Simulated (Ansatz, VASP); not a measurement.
# One calculation of Si2Mo, two programs

Contents of INCAR:

```
PREC = Accurate
ENCUT = 520
EDIFF = 1E-6
ISMEAR = 0
SIGMA = 0.15
LREAL = False
LASPH = True
NELM = 80
ALGO = Normal
ISIF = 2
LWAVE = False
LCHARG = False
GGA = PS
NBANDS = 18
```

The input KPOINTS:

```
regular mesh
0
Gamma
  18 18 18
```

File POSCAR:

```
Si2Mo
1.0
   -1.5552445885      1.5552445885      3.8131363385
    1.5552445885     -1.5552445885      3.8131363385
    1.5552445885      1.5552445885     -3.8131363385
Si Mo
2 1
Direct
    0.3350567058      0.2867845558     -0.0482721500
    0.6649432942      0.6166711442     -0.0482721500
    0.0000000000      0.0282589543      0.0282589543
```

Input for Ansatz:

```yaml
crystal:
  lattice:
    - [-1.5552445885, 1.5552445885, 3.8131363385]
    - [1.5552445885, -1.5552445885, 3.8131363385]
    - [1.5552445885, 1.5552445885, -3.8131363385]
  atoms:
    - { symbol: Si, position: [0.3350567058, 0.2867845558, -0.04827215] }
    - { symbol: Si, position: [0.6649432942, 0.6166711442, -0.04827215] }
    - { symbol: Mo, position: [0.0, 0.0282589543, 0.0282589543] }
basis:
  ecutwfc: 420
kpoints:
  mp_grid: { grid: [18, 18, 18] }
hamiltonian:
  xc: pbesol
  pseudopotentials: { kind: paw, azcp: { folder: soft_1 } }
scf:
  occupations: { method: gaussian, width: 0.15 }
output:
  forces: true
  stress: true
  eigenvalues: true
```

Change from the starting cell: mode 4 frozen in at -0.154 Å, equal normal strain along x, y and z -0.0250.

Alike in both runs: task single point; functional PBEsol; k mesh 18 × 18 × 18; occupations gaussian, width 0.15 eV; no spin polarisation.

|  | VASP | Ansatz |
| --- | --- | --- |
| version | VASP 6.6.1 | Ansatz 0.2.0 |
| potentials or method | VASP PAW PBE potentials, release 64 (Si, Mo_sv), cutoff 520 eV | scalar-relativistic, plane waves, PAW |
| valence electrons in the cell | 22 | 22 |

Ansatz gave:

* gap on the k mesh at the Fermi level (eV): none
* pressure (GPa): 25.0
* traceless stress, the component that is largest in VASP (GPa): -3.00
* rms of the force components (eV/Å): 1.354

Question: Which values does VASP return?

Answer: gap on the k mesh at the Fermi level (eV): none; pressure (GPa): 25.4; traceless stress, the component that is largest in VASP (GPa): -3.02; rms of the force components (eV/Å): 1.366.

VASP's potentials were made for PBE, not for PBEsol, and Ansatz warns of the same on its side. Atom by atom the forces differ by 0.012 eV/Å (rms over components). A gap of «none» marks a metal or a gap that the smearing closes. The functional is the same, so the differences come from potentials, cutoffs and numerics.
